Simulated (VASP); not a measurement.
A run of VASP 6.6.1 is set up as follows.

POSCAR

```
ZrO2
1.0
    3.6014557625      0.0000000000      0.0000000000
    0.0000000000      3.6014557625      0.0000000000
    0.0000000000      0.0000000000      5.2281270867
Zr O
2 4
Direct
    0.0000000000      0.0000000000      0.0000000000
    0.5000000000      0.5000000000      0.5000000000
    0.0000000000      0.5000000000      0.1967784618
    0.0000000000      0.5000000000      0.6967784618
    0.5000000000      0.0000000000      0.3032215382
    0.5000000000      0.0000000000      0.8032215382
```

The input INCAR.step1:

```
SYSTEM = ZrO2
PREC = Accurate
ENCUT = 660
ISMEAR = -1
SIGMA = 0.1
LREAL = .FALSE.
LASPH = .TRUE.
NELM = 120
NBANDS = 33
GGA = PE
ALGO = Normal
EDIFF = 1E-5
LWAVE = .TRUE.
LCHARG = .FALSE.
GGA_COMPAT = .FALSE.
```

Contents of INCAR.step2:

```
SYSTEM = ZrO2
PREC = Accurate
ENCUT = 660
EDIFF = 1E-6
ISMEAR = -1
SIGMA = 0.1
LREAL = .FALSE.
LASPH = .TRUE.
NELM = 120
ALGO = Normal
ISIF = 2
LWAVE = .FALSE.
LCHARG = .FALSE.
METAGGA = R2SCAN
LMIXTAU = .TRUE.
NBANDS = 33
ISTART = 1
GGA_COMPAT = .FALSE.
```

KPOINTS

```
Automatic mesh
0
G
  8 8 6
  0 0 0
```

Potentials or basis: VASP PAW PBE potentials, release 64 (Zr_sv, O).

Run with:

```console
$ cat potpaw_PBE.64/Zr_sv/POTCAR potpaw_PBE.64/O/POTCAR > POTCAR
$ cp INCAR.step1 INCAR
$ mpirun -np 1 vasp_std > vasp.out
$ cp INCAR.step2 INCAR
$ mpirun -np 1 vasp_std > vasp.out
```

Problem. What does it give for the band gap on the k mesh?

Solution. 4.59 eV (least direct gap 4.70 eV).

Problem. Estimate the largest force.

Solution. 0.024 eV/Å.

Problem. Predict the pressure.

Solution. 0.1 GPa.

Forces on the atoms (eV/Å):
```
Zr   0.000  0.000  0.000
Zr   0.000  0.000  0.000
O    0.000  0.000  0.024
O    0.000  0.000  0.024
O    0.000  0.000 -0.024
O    0.000  0.000 -0.024
```

Caveat: the PAW data sets were made with another functional, which shifts forces and pressure a little. A k mesh can miss the band edges.
